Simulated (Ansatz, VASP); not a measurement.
**Cd: VASP beside Ansatz**

INCAR

```
SYSTEM = Cd
ALGO = Fast
EDIFF = 1E-6
ENCUT = 520
GGA = PE
ISIF = 2
ISMEAR = 0
LASPH = .True.
LCHARG = .False.
LREAL = .False.
LWAVE = .False.
NBANDS = 12
NELM = 100
PREC = Accurate
SIGMA = 0.15
```

KPOINTS

```
k-points
0
Gamma
  18 18 18
  0 0 0
```

File POSCAR:

```
Cd
1.0
    0.0000000000      2.3730113311      2.1966965892
    2.3730113311      0.0000000000      2.1966965892
    2.3730113311      2.3730113311      0.0000000000
Cd
1
Direct
    0.0000000000      0.0000000000      0.0000000000
```

Input for Ansatz:

```yaml
crystal:
  lattice:
    - [0.0, 2.3730113311, 2.1966965892]
    - [2.3730113311, 0.0, 2.1966965892]
    - [2.3730113311, 2.3730113311, 0.0]
  atoms:
    - { symbol: Cd, position: [0.0, 0.0, 0.0] }
basis:
  ecutwfc: 420
kpoints:
  mp_grid: { grid: [18, 18, 18] }
hamiltonian:
  xc: pbe
scf:
  occupations: { method: gaussian, width: 0.15 }
output:
  forces: true
  stress: true
  eigenvalues: true
```

Alike in both runs: task single point; functional PBE; k mesh 18 × 18 × 18; occupations gaussian, width 0.15 eV; no spin polarisation.

```csv
,VASP,Ansatz
version,VASP 6.6.1,Ansatz 0.2.0
potentials or method,"VASP PAW PBE potentials, release 64 (Cd), cutoff 520 eV","scalar-relativistic, plane waves, PAW"
valence electrons in the cell,12,20
```

|  | VASP | Ansatz | Ansatz less VASP |
| --- | --- | --- | --- |
| gap on the k mesh at the Fermi level (eV) | none | none | - |
| pressure (GPa) | -2.3 | -2.5 | -0.19 |
| traceless stress, the component that is largest in VASP (GPa) | 0.79 | 0.78 | -0.006 |

A gap of «none» marks a metal or a gap that the smearing closes. The functional is the same, so the differences come from potentials, cutoffs and numerics. VASP's potentials hold 12 valence electrons a cell and Ansatz's 20, so a difference there can come from the potentials and not from the codes.
